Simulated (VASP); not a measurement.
Wanted: the native input for a VASP 6.6.1 run.

```yaml
Task: single point
Functional: r2SCAN
Potentials_or_basis: VASP PAW PBE potentials, release 64 (Ti_sv, C)
Cutoff: 520 eV
k_mesh: 6 × 6 × 6
Occupations: gaussian, width 0.1 eV
Spin: no spin polarisation
Dipole_correction: no
Further_INCAR_settings: ALGO = Normal; EDIFF = 1e-06; NBANDS = 70
```

Crystal: Ti8C5.

```
CELL_PARAMETERS angstrom
2.94236 1.69877 4.71322
-2.94236 1.69877 4.71322
0.00000 -3.39755 4.71322
ATOMIC_POSITIONS crystal
Ti 0.24964 0.75644 0.24964
Ti 0.24964 0.24964 0.75644
Ti 0.75644 0.24964 0.24964
Ti 0.24356 0.75036 0.75036
Ti 0.75036 0.24356 0.75036
Ti 0.75036 0.75036 0.24356
Ti 0.24811 0.24811 0.24811
Ti 0.75189 0.75189 0.75189
C 0.00000 0.00000 0.50000
C 0.50000 0.00000 0.00000
C 0.00000 0.50000 0.00000
C 0.50000 0.50000 0.50000
C 0.00000 0.00000 0.00000
```

One way to write it, as run:

POSCAR

```
Ti8C5
1.0
    2.9423642432      1.6987747879      4.7132220035
   -2.9423642432      1.6987747879      4.7132220035
    0.0000000000     -3.3975495757      4.7132220036
Ti C
8 5
Direct
    0.2496434209      0.7564363646      0.2496434209
    0.2496434209      0.2496434209      0.7564363646
    0.7564363646      0.2496434209      0.2496434209
    0.2435636354      0.7503565791      0.7503565791
    0.7503565791      0.2435636354      0.7503565791
    0.7503565791      0.7503565791      0.2435636354
    0.2481085583      0.2481085583      0.2481085583
    0.7518914417      0.7518914417      0.7518914417
    0.0000000000      0.0000000000      0.5000000000
    0.5000000000      0.0000000000      0.0000000000
    0.0000000000      0.5000000000      0.0000000000
    0.5000000000      0.5000000000      0.5000000000
    0.0000000000      0.0000000000      0.0000000000
```

INCAR.step1

```
SYSTEM = Ti8C5
PREC = Accurate
ENCUT = 520
ISMEAR = 0
SIGMA = 0.1
LREAL = .FALSE.
LASPH = .TRUE.
NELM = 60
NBANDS = 70
GGA = PE
ALGO = Normal
EDIFF = 1E-4
LWAVE = .TRUE.
LCHARG = .FALSE.
```

INCAR.step2

```
SYSTEM = Ti8C5
PREC = Accurate
ENCUT = 520
EDIFF = 1E-6
ISMEAR = 0
SIGMA = 0.1
LREAL = .FALSE.
LASPH = .TRUE.
NELM = 60
ALGO = Normal
ISIF = 2
LWAVE = .FALSE.
LCHARG = .FALSE.
METAGGA = R2SCAN
LMIXTAU = .TRUE.
NBANDS = 70
ISTART = 1
```

KPOINTS

```
Automatic mesh
0
G
  6 6 6
  0 0 0
```

Potentials or basis: VASP PAW PBE potentials, release 64 (Ti_sv, C).

Launch:

```console
$ cat potpaw_PBE.64/Ti_sv/POTCAR potpaw_PBE.64/C/POTCAR > POTCAR
$ cp INCAR.step1 INCAR
$ mpirun -np 1 vasp_std > vasp.out
$ cp INCAR.step2 INCAR
$ mpirun -np 1 vasp_std > vasp.out
```

It gave:

| Quantity | Value |
| --- | --- |
| Pressure | 30.7 GPa |
| Largest force | 0.092 eV/Å |
| Band gap on the k mesh | zero (bands 58 and 59 overlap by 0.10 eV) |

Caveat: the cell stands under pressure; the PAW data sets were made with another functional, which shifts forces and pressure a little.

It took 36 min on 1 thread of Intel Xeon 8259CL (shared host), peak memory 0.5 GiB.
